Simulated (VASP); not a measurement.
# Si5NiO12 (P1) in VASP: single point with PBEsol+U

Aim: the single point of Si5NiO12 with PBEsol+U.

Everything below comes from runs of VASP 6.6.1. Logs are shortened: lines on timing, memory, paths and dates and some standing lists are left out, and cuts for length are marked.

## Step 1: The cell of the first run

The typed cell holds 18 atoms: a = 9.833 Å, b = 4.916 Å, c = 5.408 Å, α = 90.00°, β = 90.00°, γ = 120.00°.

## Step 2: Single point, PBEsol+U, collinear spin, zero start

Input file INCAR:

```
SYSTEM = Si5NiO12
PREC = Accurate ; ENCUT = 520
EDIFF = 1E-7 ; ISMEAR = 0
SIGMA = 0.05 ; LREAL = Auto
LASPH = .True. ; NELM = 150
ALGO = Normal ; ISIF = 2
LWAVE = .False. ; LCHARG = .False.
ISPIN = 2 ; MAGMOM = 0 0 0 0 0 0 0 0 0 0 0 0 0 0 0 0 0 0
LORBIT = 11 ; NUPDOWN = 0.0
LMAXMIX = 4 ; LDAU = .True.
LDAUTYPE = 2 ; LDAUL = 2 -1 -1
LDAUU = 7 0 0 ; LDAUJ = 0 0 0
LDAUPRINT = 1 ; GGA = PS
NBANDS = 70 ; KPAR = 4
```

Input file KPOINTS:

```
regular mesh
0
Gamma
  4 4 3
  0 0 0
```

Input file POSCAR:

```
Si5NiO12
1.0
    9.8327200000      0.0000000000      0.0000000000
   -2.4581800000      4.2576927000      0.0000000000
    0.0000000000      0.0000000000      5.4084000000
Ni Si O
1 5 12
Direct
    0.2276730509      0.0167602132      0.6729315115
    0.7327447177      0.9822286950      0.6596868457
    0.9955031988      0.4569620289      0.3361602475
    0.5019566314      0.4560873913      0.3242791530
    0.2723466675      0.5663218984      0.0193944739
    0.7693824824      0.5215083281      0.9891612292
    0.2005962525      0.3375042496      0.7777810626
    0.7047173918      0.2536846634      0.7758837011
    0.3643616813      0.1172396500      0.4218935507
    0.8583674432      0.1173683190      0.4332581123
    0.4353541174      0.5941417731      0.1126439093
    0.9334413600      0.5751193706      0.1041009841
    0.1428784063      0.4226063247      0.2408122776
    0.6414641766      0.4105526909      0.2103090048
    0.0409574612      0.7049881868      0.5639303615
    0.5676724717      0.7039345913      0.5531612583
    0.3062425160      0.9129617074      0.9362867776
    0.7998856691      0.8507141800      0.8740508076
```

Potentials or basis: VASP PAW PBE potentials, release 64 (Ni, Si, O).

Command:

```bash
$ cat potpaw_PBE.64/Ni/POTCAR potpaw_PBE.64/Si/POTCAR potpaw_PBE.64/O/POTCAR > POTCAR
$ mpirun -np 4 vasp_std > vasp.out
```

OUTCAR:

```text
SYSTEM = Si5NiO12
   PREC = Accurate
   ENCUT = 520
   EDIFF = 1E-7
   ISMEAR = 0
   LREAL = Auto
   LASPH = .True.
   NELM = 150
   ISIF = 2
   ISPIN = 2
   LORBIT = 11
   NUPDOWN = 0.0
   GGA = PS

 ion  position               nearest neighbor table
   1  0.228  0.017  0.673-   9 1.80  15 1.80  17 1.81   7 1.82   5 3.10   4 3.11
   2  0.733  0.982  0.660-  16 1.62   8 1.62  18 1.62  10 1.63   3 3.03   6 3.04   4 3.04   6 3.06

   3  0.996  0.457  0.336-  10 1.62  13 1.62  12 1.62  15 1.63   2 3.03   5 3.03   6 3.04
   4  0.502  0.456  0.324-  14 1.62   9 1.62  11 1.63  16 1.63   2 3.04   5 3.06   6 3.08   1 3.11

   5  0.272  0.566  0.019-  11 1.62  17 1.63  13 1.63   7 1.64   3 3.03   4 3.06   1 3.10
   6  0.769  0.522  0.989-  18 1.62  14 1.62   8 1.62  12 1.62   2 3.04   3 3.04   2 3.06   4 3.08

   7  0.201  0.338  0.778-   5 1.64   1 1.82
   8  0.705  0.254  0.776-   2 1.62   6 1.62
   9  0.364  0.117  0.422-   4 1.62   1 1.80
  10  0.858  0.117  0.433-   3 1.62   2 1.63
  11  0.435  0.594  0.113-   5 1.62   4 1.63
  12  0.933  0.575  0.104-   6 1.62   3 1.62
  13  0.143  0.423  0.241-   3 1.62   5 1.63
  14  0.641  0.411  0.210-   4 1.62   6 1.62
  15  0.041  0.705  0.564-   3 1.63   1 1.80
  16  0.568  0.704  0.553-   2 1.62   4 1.63
  17  0.306  0.913  0.936-   5 1.63   1 1.81
  18  0.800  0.851  0.874-   6 1.62   2 1.62

  Warning from LATTYP: Monoclinic adjustment (A1->A3, A2->A1, A3->A2)!
  LATTYP: Found a simple orthorhombic cell.
 ALAT       =     4.9163600397
 B/A-ratio  =     1.1000821657
 C/A-ratio  =     1.7320507982

  Lattice vectors:

 A1 = (  -2.4581800000,   4.2576927000,   0.0000000000)
 A2 = (   0.0000000000,   0.0000000000,   5.4084000000)
 A3 = (   7.3745400000,   4.2576927000,   0.0000000000)

Analysis of symmetry for initial positions (statically):
=====================================================================
 Subroutine PRICEL returns:
 Original cell was already a primitive cell.

 Routine SETGRP: Setting up the symmetry group for a
 simple orthorhombic supercell.

 Subroutine GETGRP returns: Found  1 space group operations
 (whereof  1 operations were pure point group operations)
 out of a pool of  8 trial point group operations.

The static configuration has the point symmetry C_1 .

Analysis of symmetry for dynamics (positions and initial velocities):
=====================================================================
 Subroutine PRICEL returns:
 Original cell was already a primitive cell.

 Routine SETGRP: Setting up the symmetry group for a
 simple orthorhombic supercell.

 Subroutine GETGRP returns: Found  1 space group operations
 (whereof  1 operations were pure point group operations)
 out of a pool of  8 trial point group operations.

The dynamic configuration has the point symmetry C_1 .

Analysis of structural, dynamic, and magnetic symmetry:
=====================================================================
 Subroutine PRICEL returns:
 Original cell was already a primitive cell.

 Routine SETGRP: Setting up the symmetry group for a
 simple orthorhombic supercell.

 Subroutine GETGRP returns: Found  1 space group operations
 (whereof  1 operations were pure point group operations)
 out of a pool of  8 trial point group operations.

The overall configuration has the point symmetry C_1 .

 Subroutine INISYM returns: Found  1 space group operations
 (whereof  1 operations are pure point group operations),
 and found     1 'primitive' translations

----------------------------------------------------------------------------------------

                                     Primitive cell

  volume of cell :     226.4210

  direct lattice vectors                    reciprocal lattice vectors
     9.832720000  0.000000000  0.000000000     0.101701259  0.058717248  0.000000000
    -2.458180000  4.257692700  0.000000000     0.000000000  0.234868994  0.000000000
     0.000000000  0.000000000  5.408400000     0.000000000  0.000000000  0.184897567

  length of vectors
     9.832720000  4.916360040  5.408400000     0.117434498  0.234868994  0.184897567

  position of ions in fractional coordinates (direct lattice)
     0.227673051  0.016760213  0.672931512
     0.732744718  0.982228695  0.659686846
     0.995503199  0.456962029  0.336160247
     0.501956631  0.456087391  0.324279153
[... 114 lines left out ...]
   ISYM   =      2    0-nonsym 1-usesym 2-fastsym
   POTIM  = 0.5000    time-step for ionic-motion
   TEBEG  =    0.0;   TEEND  =   0.0 temperature during run
   PSTRESS=    0.0 pullay stress
   NELECT =     102.0000    total number of electrons
   NUPDOWN=       0.0000    fix difference up-down
   EMIN   =  10.00;   EMAX   =-10.00  energy-range for DOS
   EFERMI =   0.00;   METHOD = LEGACY
   ISMEAR =     0;   SIGMA  =   0.05  broadening in eV -4-tet -1-fermi 0-gaus
   EFERMI_NEDOS =   21; number of points for ismear=-14 and -15
   IALGO  =     38    algorithm
   IMIX   =      4    mixing-type and parameters
     AMIX     =   0.40;   BMIX     =  1.00
     AMIX_MAG =   1.60;   BMIX_MAG =  1.00
  volume/ion in A,a.u.               =      12.58        84.89
  Fermi-wavevector in a.u.,A,eV,Ry     =   1.254978  2.371564 21.428750  1.574969
  Thomas-Fermi vector in A             =   2.388756
   LORBIT       =     11    0 simple, 1 ext, 2 COOP (PROOUT), +10 PAW based schemes
 LDA+U is selected, type is set to LDAUTYPE =  2
   angular momentum for each species LDAUL =     2   -1   -1
   U (eV)           for each species LDAUU =   7.0  0.0  0.0
   J (eV)           for each species LDAUJ =   0.0  0.0  0.0
   GGA     = PS    functional components
   LHFCALC =     F    Hartree Fock is set to
   AEXX    =    0.0000 exact exchange contribution
   IVDW    =     0    specifies the selected vdW correction
   LEPSILON=     F    determine dielectric tensor
   LRPA    =     F    only Hartree local field effects (RPA)
 spin polarized calculation
 Gauss-broadening in eV      SIGMA  =   0.05
  energy-cutoff  :      520.00
  volume of cell :      226.42
 maximum number of plane-waves:      6144
 NGX is ok and might be reduce to    80
   NGX = 37   NGY = 19   NGZ = 21

 number of electron     101.9999986 magnetization       0.0000000

atom =   1  type =  1  l = 2

 onsite density matrix

spin component  1

  1.0259  0.0085 -0.0028  0.0934 -0.0072
  0.0085  0.7926  0.1322 -0.0056  0.1658
 -0.0028  0.1322  0.9199 -0.0150 -0.1074
  0.0934 -0.0056 -0.0150  0.5822  0.0125
 -0.0072  0.1658 -0.1074  0.0125  0.8688

spin component  2

  1.0259  0.0083 -0.0031  0.0936 -0.0073
  0.0083  0.7932  0.1325 -0.0041  0.1656
 -0.0031  0.1325  0.9195 -0.0132 -0.1078
  0.0936 -0.0041 -0.0132  0.5820  0.0126
 -0.0073  0.1656 -0.1078  0.0126  0.8688

 occupancies and eigenvectors

  o =  0.5599  v =  0.1912 -0.2645  0.1287 -0.9083  0.2279  0.0000  0.0000  0.0000  0.0000  0.0000      0.0000  0.0000  0.0000  0.0000  0.0000  0.0000  0.0000  0.0000  0.0000  0.0000
  o =  0.5600  v =  0.0000  0.0000  0.0000  0.0000  0.0000  0.1921 -0.2534  0.1281 -0.9128  0.2222      0.0000  0.0000  0.0000  0.0000  0.0000  0.0000  0.0000  0.0000  0.0000  0.0000
  o =  0.5783  v =  0.0000  0.0000  0.0000  0.0000  0.0000 -0.0509 -0.6512  0.4285  0.3552  0.5134      0.0000  0.0000  0.0000  0.0000  0.0000  0.0000  0.0000  0.0000  0.0000  0.0000
  o =  0.5785  v = -0.0533 -0.6477  0.4272  0.3661  0.5109  0.0000  0.0000  0.0000  0.0000  0.0000      0.0000  0.0000  0.0000  0.0000  0.0000  0.0000  0.0000  0.0000  0.0000  0.0000
  o =  1.0003  v =  0.0000  0.0000  0.0000  0.0000  0.0000 -0.0102  0.7056  0.3039  0.0004  0.6400      0.0000  0.0000  0.0000  0.0000  0.0000  0.0000  0.0000  0.0000  0.0000  0.0000
  o =  1.0003  v = -0.0088  0.7048  0.3034 -0.0033  0.6412  0.0000  0.0000  0.0000  0.0000  0.0000      0.0000  0.0000  0.0000  0.0000  0.0000  0.0000  0.0000  0.0000  0.0000  0.0000
  o =  1.0057  v =  0.0000  0.0000  0.0000  0.0000  0.0000  0.0459  0.1163  0.8403 -0.0328 -0.5265      0.0000  0.0000  0.0000  0.0000  0.0000  0.0000  0.0000  0.0000  0.0000  0.0000
  o =  1.0057  v =  0.0472  0.1161  0.8410 -0.0364 -0.5250  0.0000  0.0000  0.0000  0.0000  0.0000      0.0000  0.0000  0.0000  0.0000  0.0000  0.0000  0.0000  0.0000  0.0000  0.0000
  o =  1.0451  v =  0.0000  0.0000  0.0000  0.0000  0.0000  0.9789  0.0178 -0.0391  0.1991  0.0145      0.0000  0.0000  0.0000  0.0000  0.0000  0.0000  0.0000  0.0000  0.0000  0.0000
  o =  1.0451  v =  0.9789  0.0171 -0.0397  0.1990  0.0145  0.0000  0.0000  0.0000  0.0000  0.0000      0.0000  0.0000  0.0000  0.0000  0.0000  0.0000  0.0000  0.0000  0.0000  0.0000

 number of electron     101.9999986 magnetization      -0.0000000

 Free energy of the ion-electron system (eV)
  ---------------------------------------------------
  ext. energy  EPLUGINS =         0.00000000
  ---------------------------------------------------
  free energy    TOTEN  =      -134.87148970 eV

  energy without entropy =     -134.87148970  energy(sigma->0) =     -134.87148970

 E-fermi :   1.6170     XC(G=0):  -9.5836

 val. band max:        1.3432705335   @ k =   0.0000   0.0000   0.0000
 cond. band min:       1.8496963244   @ k =  -0.2500   0.0000   0.3333
 fundamental gap:      0.5064257909
 Fermi energy:         1.6170215015

 spin component 1

 k-point     1 :       0.0000    0.0000    0.0000
  band No.  band energies     occupation
      1     -18.3803      1.00000
      2     -17.6425      1.00000
      3     -17.4541      1.00000
      4     -16.9500      1.00000
      5     -16.7633      1.00000
      6     -16.3669      1.00000
[... 3161 lines left out ...]
     62      11.0456      0.00000
     63      11.1747      0.00000

 [... further k-points ...]

 [bands above 63 left out]

------------------------ aborting loop because EDIFF is reached ----------------------------------------

  FORCE on cell =-STRESS in cart. coord.  units (eV):
  Direction    XX          YY          ZZ          XY          YZ          ZX
  --------------------------------------------------------------------------------------
  -------------------------------------------------------------------------------------
  Total       -3.9746036      1.5108557     -0.0707864      0.2401299      1.6924629      0.1749032
  in kB      -28.1246819     10.6909621     -0.5008912      1.6991825     11.9760324      1.2376321
  external PRESSURE =      -5.9782037 kB  Pullay stress =       0.0000000 kB

 VOLUME and BASIS-vectors are now :
 -----------------------------------------------------------------------------
  energy-cutoff  :      520.00
  volume of cell :      226.42
      direct lattice vectors                 reciprocal lattice vectors
     9.832720000  0.000000000  0.000000000     0.101701259  0.058717248  0.000000000
    -2.458180000  4.257692700  0.000000000     0.000000000  0.234868994  0.000000000
     0.000000000  0.000000000  5.408400000     0.000000000  0.000000000  0.184897567

 POSITION                                       TOTAL-FORCE (eV/Angst)
 -----------------------------------------------------------------------------------
      2.19745      0.07136      3.63948        -0.351655      0.108715      0.176498
      4.79038      4.18203      3.56785         0.008606     -0.002524     -0.060175
      8.66521      1.94560      1.81809         0.031858     -0.285254     -0.235769
      3.81445      1.94188      1.75383         0.011143      0.489576      0.324110
      1.28579      2.41122      0.10489        -0.005837     -0.250081     -0.119519
      6.28316      2.22042      5.34978         0.201523      0.060269     -0.087848
[... 10 lines left out ...]
      0.76697      3.88711      5.06381        -1.207326      1.497269     -1.055736
      5.77384      3.62208      4.72722         0.000733     -0.010709      0.038770
 -----------------------------------------------------------------------------------
    total drift:                               -0.012737      0.001737      0.001948

  FREE ENERGIE OF THE ION-ELECTRON SYSTEM (eV)
  ---------------------------------------------------
  free  energy   TOTEN  =      -134.8714896971 eV

  energy  without entropy=     -134.8714896971  energy(sigma->0) =     -134.87148970

 total charge

# of ion       s       p       d       tot
------------------------------------------
    1        0.470   0.659   8.339   9.468
    2        0.650   1.003   0.000   1.654
    3        0.659   1.008   0.000   1.666
    4        0.654   1.003   0.000   1.657
    5        0.662   1.009   0.000   1.671
    6        0.649   1.002   0.000   1.651
[... 10 lines left out ...]
   17        1.565   3.462   0.000   5.027
   18        1.547   3.678   0.000   5.225
--------------------------------------------------
tot         22.399  48.880   8.339  79.619

 magnetization (x)

# of ion       s       p       d       tot
------------------------------------------
    1       -0.000  -0.000   0.000   0.000
    2       -0.000  -0.000   0.000  -0.000
    3        0.000   0.000   0.000   0.000
    4        0.000   0.000   0.000   0.000
    5       -0.000  -0.000   0.000  -0.000
    6        0.000   0.000   0.000   0.000
[... 10 lines left out ...]
   17       -0.000   0.000   0.000   0.000
   18        0.000   0.000   0.000   0.000
--------------------------------------------------
tot          0.000  -0.000   0.000   0.000
```

Run time: 27 min. Hardware: 4 MPI ranks of Oxide Virtual Turin-like, shared host; peak memory 0.79 GiB.

Results:

```yaml
Free_energy: -134.8715 eV
Pressure: -0.6 GPa
Largest_force: 2.194 eV/Å
Net_moment: 0.00 μB per cell
Valence_electrons_inside_the_program's_atomic_spheres: Ni 9.47; Si 1.65, 1.67, 1.66 (each value once); O 5.02, 5.22, 5.04, 5.21, 5.20, 5.03 (each value once)
```

Forces in eV/Å, atoms in the order of the input:
```
Ni  -0.352  0.109  0.176
Si   0.009 -0.003 -0.060
Si   0.032 -0.285 -0.236
Si   0.011  0.490  0.324
Si  -0.006 -0.250 -0.120
Si   0.202  0.060 -0.088
O    1.478 -1.052 -0.090
O   -0.027  0.043 -0.007
O   -1.170 -1.427  1.039
O   -0.043 -0.068  0.000
O   -0.073  0.079 -0.112
O   -0.079 -0.018 -0.018
O    0.011  0.095  0.051
O   -0.188 -0.131  0.136
O    1.417  0.920  0.068
O   -0.015 -0.047 -0.049
O   -1.207  1.497 -1.056
O    0.001 -0.011  0.039
```

Eigenvalues of the final occupation matrices:
```csv
site,spin,trace,eigenvalues
site 1 d,1,4.19,0.56 0.58 1.00 1.01 1.05
site 1 d,2,4.19,0.56 0.58 1.00 1.01 1.05
```

Caveat: the k points lie up to 0.39 Å⁻¹ apart; the PAW data sets were made with another functional, which shifts forces and pressure a little; the total moment is fixed, so each spin has its own Fermi level.
